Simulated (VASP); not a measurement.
Input of a VASP 6.6.1 run:

The input INCAR:

```
PREC = Accurate
ENCUT = 520
EDIFF = 1E-6
ISMEAR = 0
SIGMA = 0.1
LREAL = False
LASPH = True
NELM = 100
ALGO = Normal
ISIF = 2
LWAVE = False
LCHARG = True
LDIPOL = True
IDIPOL = 3
DIPOL = 0.5 0.5 0.500
GGA = PE
LELF = True
LVHAR = True
LVACPOTAV = True
NBANDS = 51
```

The input KPOINTS:

```
Automatic mesh
0
Gamma
  13 8 1
```

The input POSCAR:

```
Os
1.0
    2.7528310568      0.0000000000      0.0000000000
    0.0000000000      4.3509656332      0.0000000000
    0.0000000000      0.0000000000     25.3307603858
Os
10
Direct
    0.0000000000      0.2500000000      0.3010935001
    0.5000000000      0.7500000000      0.3272122792
    0.5000000000      0.2500000000      0.3902776201
    0.0000000000      0.7500000000      0.4207539438
    0.0000000000      0.2500000000      0.4845787823
    0.5000000000      0.7500000000      0.5154212257
    0.5000000000      0.2500000000      0.5792460442
    0.0000000000      0.7500000000      0.6097223749
    0.0000000000      0.2500000000      0.6727877274
    0.5000000000      0.7500000000      0.6989065022
```

Potentials or basis: VASP PAW PBE potentials, release 64 (Os).

The run is started by

```bash
$ cat potpaw_PBE.64/Os/POTCAR > POTCAR
$ mpirun -np 1 vasp_std > vasp.out
```

Problem. Predict the band gap on the k mesh.

Solution. Zero (bands 40 and 41 overlap by 1.87 eV).

Problem. Estimate the largest force.

Solution. 0.036 eV/Å.

Forces on the atoms (eV/Å):
```
Os   0.000  0.000  0.030
Os   0.000  0.000 -0.036
Os   0.000  0.000 -0.016
Os   0.000  0.000  0.017
Os   0.000  0.000  0.014
Os   0.000  0.000 -0.014
Os   0.000  0.000 -0.017
Os   0.000  0.000  0.016
Os   0.000  0.000  0.036
Os   0.000  0.000 -0.030
```

Caveat: spin-orbit coupling is left out, which moves the levels of the heavy elements.
